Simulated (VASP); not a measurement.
Set up this calculation in VASP 6.6.1, as the native input.

```
Task                   : single point
Functional             : PBE
Potentials or basis    : VASP PAW PBE potentials, release 64 (Cd_sv_GW, O)
Cutoff                 : 700 eV
k mesh                 : 10 × 10 × 10
Occupations            : fermi-dirac, width 0.02 eV
Spin                   : no spin polarisation
Dipole correction      : no
Further INCAR settings : ALGO = Normal; EDIFF = 1e-06; NBANDS = 20
```

The structure of CdO lies in POSCAR:

```
CdO
1.0
    0.0000000000      2.3530040406      2.3530040406
    2.3530040406      0.0000000000      2.3530040406
    2.3530040406      2.3530040406      0.0000000000
Cd O
1 1
Direct
    0.0000000000      0.0000000000      0.0000000000
    0.5000000000      0.5000000000      0.5000000000
```

The input as run:

INCAR

```
PREC     = Accurate       # precision mode
ENCUT    = 700            # plane-wave cutoff, eV
EDIFF    = 1E-6           # SCF threshold, eV
ISMEAR   = -1             # smearing method
SIGMA    = 0.02           # smearing width, eV
LREAL    = False          # projectors in reciprocal space
LASPH    = True           # aspherical terms in the spheres
NELM     = 120            # most SCF steps
ALGO     = Normal         # electronic algorithm
ISIF     = 2              # what is computed and relaxed
LWAVE    = False          # write WAVECAR
LCHARG   = True           # write CHGCAR
GGA      = PE             # functional
LELF     = True           # ELF
LVHAR    = True         
NBANDS   = 20             # bands
GGA_COMPAT= False
```

KPOINTS

```
regular mesh
0
Gamma
  10 10 10
```

Potentials or basis: VASP PAW PBE potentials, release 64 (Cd_sv_GW, O).

The run is started by

```sh
$ cat potpaw_PBE.64/Cd_sv_GW/POTCAR potpaw_PBE.64/O/POTCAR > POTCAR
$ mpirun -np 1 vasp_std > vasp.out
```

It gave:

The pressure is 5.2 GPa. The band gap on the k mesh is zero (bands 13 and 14 overlap by 0.42 eV).

Caveat: the cell stands under pressure; semilocal functionals underestimate gaps, and a narrow one can read as zero.

Wall time 46 s on 1 thread of Intel(R) Xeon(R) Platinum 8259CL CPU @ 2.50GHz (Skylake/Cascade Lake), on a shared host, peak memory 0.21 GiB.
